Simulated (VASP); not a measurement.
Tl, 2 atoms in the cell. It takes space group P6_3/mmc (No. 194, hexagonal). The conventional cell has a = 3.018 Å, b = 3.018 Å, c = 5.083 Å, α = 90.00°, β = 90.00°, γ = 120.00°. Tl (site symmetry -6m2) has 12 Tl at 3.02 to 3.08 Å within 4.0 Å. 

```yaml
Program: VASP 6.6.1
Task: single point
Functional: PBEsol
Dispersion: D3(BJ)
Potentials_or_basis: VASP PAW PBE potentials, release 64 (Tl_d)
Cutoff: 520 eV
k_mesh: 9 × 9 × 5
Occupations: gaussian, width 0.1 eV
Spin: no spin polarisation
Dipole_correction: no
Further_INCAR_settings: ALGO = Normal; EDIFF = 1e-07; NBANDS = 20
```

Potentials or basis: VASP PAW PBE potentials, release 64 (Tl_d).

Launch:

```bash
$ cat potpaw_PBE.64/Tl_d/POTCAR > POTCAR
$ mpirun -np 1 vasp_std > vasp.out
```

Hardware: 1 thread of Intel(R) Xeon(R) 6975P-C (Granite Rapids), with other jobs on the host.

Q: Estimate the wall time of this run.

A: Wall time 14 s on 1 thread of Intel(R) Xeon(R) 6975P-C (Granite Rapids), with other jobs on the host, peak memory 0.18 GiB. Counts: scf iterations 12, k points 36.
